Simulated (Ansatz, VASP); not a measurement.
**Two plane-wave programs on AlN**

```xyz
2
Lattice="0.0000 2.0351 2.0351 2.0351 0.0000 2.0351 2.0351 2.0351 0.0000" Properties=species:S:1:pos:R:3 pbc="T T T"
Al    0.0000    0.0000    0.0000
N     2.0351    2.0351    2.0351
```

Alike in both runs: functional PBE; k mesh 8 × 8 × 8; occupations gaussian, width 0.1 eV; no spin polarisation.

Ansatz relaxed the structure, and its values are those at the end. VASP's run is a single point on that final structure, the one shown.

```csv
,VASP,Ansatz
version,VASP 6.6.1,Ansatz 0.2.0
potentials or method,"VASP PAW PBE potentials, release 64 (Al, N), cutoff 600 eV","scalar-relativistic, plane waves, PAW"
valence electrons in the cell,8,8
```

Ansatz gave:

| Quantity | Value |
| --- | --- |
| gap on the k mesh at the Fermi level (eV) | 4.44 |
| least direct gap on the mesh (eV) | 5.38 |
| pressure (GPa) | 0.1 |

Question: Estimate VASP's values.

Answer: gap on the k mesh at the Fermi level (eV): 4.41; least direct gap on the mesh (eV): 5.39; pressure (GPa): -0.4.

With one functional, cell and mesh, what is left measures potentials, basis and numerics.
